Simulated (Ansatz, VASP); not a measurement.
## SnO2 in VASP and in Ansatz

```
Sn O
1.0
     4.75855    0.00000    0.00000
     0.00000    4.75855    0.00000
     0.00000    0.00000    3.20012
Sn O
2 4
Direct
  0.00000 0.00000 0.00000
  0.50000 0.50000 0.50000
  0.30591 0.30591 0.00000
  0.19409 0.80591 0.50000
  0.69409 0.69409 0.00000
  0.80591 0.19409 0.50000
```

Alike in both runs: functional r2SCAN; k mesh 6 × 6 × 8; occupations gaussian, width 0.02 eV; no spin polarisation.

Ansatz relaxed the structure, and its values are those at the end. VASP's run is a single point on that final structure, the one shown.

```csv
,VASP,Ansatz
version,VASP 6.6.1,Ansatz 0.2.0
potentials or method,"VASP PAW PBE potentials, release 64 (Sn_d, O), cutoff 520 eV","scalar-relativistic, plane waves, PAW"
valence electrons in the cell,52,52
```

|  | VASP | Ansatz | Ansatz less VASP |
| --- | --- | --- | --- |
| gap on the k mesh at the Fermi level (eV) | 1.80 | 1.79 | -0.010 |
| least direct gap on the mesh (eV) | 1.80 | 1.79 | -0.010 |
| pressure (GPa) | 1.3 | 0.0 | -1.27 |
| rms of the force components (eV/Å) | 0.014 | 0.000 | -0.0139 |

VASP's potentials were made for PBE, not for r2SCAN.
